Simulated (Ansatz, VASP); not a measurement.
# Two plane-wave programs on V

```
CELL_PARAMETERS angstrom
2.47645 0.00000 0.00000
0.00000 2.47645 0.00000
0.00000 0.00000 2.47645
ATOMIC_POSITIONS crystal
V 0.00000 0.00000 0.00000
```

Alike in both runs: functional BLYP; k mesh 13 × 13 × 13; occupations fermi-dirac, width 0.1 eV; no spin polarisation.

Ansatz relaxed the structure, and its values are those at the end. VASP's run is a single point on that final structure, the one shown.

```csv
,VASP,Ansatz
version,VASP 6.6.1,Ansatz 0.2.0
potentials or method,"VASP PAW PBE potentials, release 64 (V_sv), cutoff 520 eV","plane waves (420 eV) with PAW, scalar-relativistic"
valence electrons in the cell,13,13
```

|  | VASP | Ansatz | Ansatz less VASP |
| --- | --- | --- | --- |
| pressure (GPa) | 0.3 | 0.0 | -0.27 |

VASP's potentials were made for PBE, not for BLYP. With one functional, cell and mesh, what is left measures potentials, basis and numerics.
